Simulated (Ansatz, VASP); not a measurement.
# ZrB2: VASP beside Ansatz

Contents of INCAR:

```
PREC = Accurate ; ENCUT = 520
EDIFF = 1E-6 ; ISMEAR = -1
SIGMA = 0.05 ; LREAL = F
LASPH = T ; NELM = 60
ALGO = Normal ; ISIF = 2
LWAVE = F ; LCHARG = T
GGA = PE ; IVDW = 12
LELF = T ; LVHAR = T
NBANDS = 16
```

File KPOINTS:

```
regular mesh
0
Gamma
  10 10 8
```

POSCAR

```
ZrB2
1.0
    3.1909939893      0.0000000000      0.0000000000
   -1.5954969947      2.7634818581      0.0000000000
    0.0000000000      0.0000000000      3.5563980329
Zr B
1 2
Direct
    0.0000000000      0.0000000000      0.0000000000
    0.6666666667      0.3333333333      0.5000000000
    0.3333333333      0.6666666667      0.5000000000
```

input.yaml

```yaml
crystal:
  lattice:
    - [3.1909939893, 0.0, 0.0]
    - [-1.5954969947, 2.7634818581, 0.0]
    - [0.0, 0.0, 3.5563980329]
  atoms:
    - { symbol: Zr, position: [0.0, 0.0, 0.0] }
    - { symbol: B, position: [0.6666666667, 0.3333333333, 0.5] }
    - { symbol: B, position: [0.3333333333, 0.6666666667, 0.5] }
hamiltonian:
  xc: pbe
  pseudopotentials: { kind: paw }
  dispersion: d3bj
kpoints:
  mp_grid: { grid: [10, 10, 8] }
scf:
  occupations: { method: fermi_dirac, width: 0.05 }
output:
  forces: true
  stress: true
  eigenvalues: true
  write_density: true
  write_potential: true
  elf: true
  volumetric_format: npy
```

Alike in both runs: task single point; functional PBE; dispersion D3(BJ); k mesh 10 × 10 × 8; occupations fermi-dirac, width 0.05 eV; no spin polarisation.

|  | VASP | Ansatz |
| --- | --- | --- |
| version | VASP 6.6.1 | Ansatz 0.2.0 |
| potentials or method | VASP PAW PBE potentials, release 64 (Zr_sv, B) | Ansatz PAW |
| plane-wave cutoff (eV) | 520 | 420 |
| valence electrons in the cell | 18 | 18 |

|  | VASP | Ansatz | Ansatz less VASP |
| --- | --- | --- | --- |
| gap on the k mesh at the Fermi level (eV) | none | none | - |
| pressure (GPa) | -9.7 | -9.8 | -0.13 |
| traceless stress, the component that is largest in VASP (GPa) | 1.22 | 1.18 | -0.039 |

A gap of «none» marks a metal or a gap that the smearing closes.
